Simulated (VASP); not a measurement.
**Si: single point with PBE**

Crystal: Si.

```
Si
1.0
     0.00000    2.76223    2.76223
     2.76223    0.00000    2.76223
     2.76223    2.76223    0.00000
Si
2
Direct
  0.00000 0.00000 0.00000
  0.25000 0.25000 0.25000
```

This cell differs from its parent crystal: volume changed by +3%.

* Program: VASP 6.6.1
* Task: single point
* Functional: PBE
* Potentials or basis: VASP PAW PBE potentials, release 64 (Si)
* Cutoff: 520 eV
* k mesh: 6 × 6 × 6
* Occupations: gaussian, width 0.01 eV
* Spin: no spin polarisation

The pressure is -2.5 GPa and the band gap on the k mesh is 0.80 eV, indirect (least direct gap 2.51 eV).

Levels at points of the mesh, in eV from the valence-band top:
```csv
k point,band 1,band 2,band 3,band 4,band 5,band 6,band 7,band 8,band 9
"(0.00, 0.00, 0.00)",-11.61,0.00,0.00,0.00,2.54,2.54,2.54,2.79,7.69
"(0.50, 0.00, 0.00)",-9.41,-6.73,-1.15,-1.15,1.36,3.36,3.36,7.66,10.41
"(0.50, 0.50, 0.00)",-7.65,-7.65,-2.72,-2.72,0.80,0.80,9.68,9.68,10.81
```

Run time: 6 s on 1 thread of Intel(R) Xeon(R) Platinum 8488C (Sapphire Rapids), with other jobs on the host, peak memory 0.15 GiB.

 A k mesh can miss the band edges.
